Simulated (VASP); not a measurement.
A run of VASP 6.6.1:

INCAR

```
ALGO = Fast
EDIFF = 1E-6
ENCUT = 520
GGA = PE
ISIF = 2
ISMEAR = 0
LASPH = T
LCHARG = F
LREAL = F
LWAVE = F
NBANDS = 10
NELM = 60
PREC = Accurate
SIGMA = 0.15
```

File KPOINTS:

```
k-points
0
Gamma
  14 14 14
```

File POSCAR:

```
K
1.0
   -2.7489000000      2.7489000000      2.6180000000
    2.7489000000     -2.7489000000      2.6180000000
    2.7489000000      2.7489000000     -2.6180000000
K
1
Direct
    0.0000000000      0.0000000000      0.0000000000
```

Potentials or basis: VASP PAW PBE potentials, release 64 (K_sv).

The run is started by

```sh
$ cat potpaw_PBE.64/K_sv/POTCAR > POTCAR
$ mpirun -np 1 vasp_std > vasp.out
```

Hardware: 1 thread of Intel Xeon 8259CL, on a shared host.

Question: How long does it take, and how much memory?

Answer: It took 3.7 min on 1 thread of Intel Xeon 8259CL, with other jobs on the host, peak memory 0.33 GiB. Counts: scf iterations 11, k points 244.
